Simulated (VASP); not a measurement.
The system is Pd.

```
Pd
1.0
     2.51410    0.00000    0.00000
     0.00000    2.51410    0.00000
     0.00000    0.00000    2.51410
Pd
1
Direct
  0.00000 0.00000 0.00000
```

| Quantity | Value |
| --- | --- |
| Program | VASP 6.6.1 |
| Task | relaxation of cell and atoms |
| Functional | RPBE |
| Potentials or basis | VASP PAW PBE potentials, release 64 (Pd) |
| Cutoff | 600 eV |
| k mesh | 12 × 12 × 12 |
| Occupations | fermi-dirac, width 0.05 eV |
| Spin | collinear spin, ferromagnetic start |
| Starting moments | [0.5] μB |

At the start: pressure 23.3 GPa; volume 15.89 Å³/atom.

**Question.** How do energy, volume and symmetry change on relaxing?

**Answer.** Over 18 steps the energy falls by 157.7 meV/atom and the volume is 18.42 Å³/atom (+15.9 %); space group Pm-3m (No. 221, to 0.05 Å); moment 0.00 μB per cell.

Step by step:
```
step  energy change (eV)  largest force (eV/Å)  pressure (GPa)  volume (Å³)
   1              0.0000                0.0000           23.27        15.89
   2             -0.0195                0.0000          -10.83        21.81
   3             -0.1576                0.0000           -0.43        18.51
   4             -0.1577                0.0000           -0.13        18.45
   5             -0.1577                0.0000            0.19        18.40
   6             -0.1577                0.0000            0.17        18.40
   7             -0.1577                0.0000            0.16        18.40
   8             -0.1577                0.0000            0.17        18.40
   9             -0.1577                0.0000            0.17        18.40
  10             -0.1577                0.0000            0.17        18.40
  11             -0.1577                0.0000            0.17        18.40
  12             -0.1577                0.0000            0.17        18.40
  13             -0.1577                0.0000            0.16        18.40
  14             -0.1577                0.0000            0.16        18.40
  15             -0.1577                0.0000            0.14        18.40
  16             -0.1577                0.0000            0.13        18.41
  17             -0.1577                0.0000            0.09        18.41
  18             -0.1577                0.0000            0.02        18.42
```

Final structure:
```xyz
1
Lattice="2.6412 0.0000 0.0000 0.0000 2.6412 0.0000 0.0000 0.0000 2.6412" Properties=species:S:1:pos:R:3 pbc="T T T"
Pd    2.6412    2.6412    2.6412
```

Caveat: the volume moved by over 15 % at a fixed basis, so the end points are rough; the PAW data sets were made with another functional, which shifts forces and pressure a little.
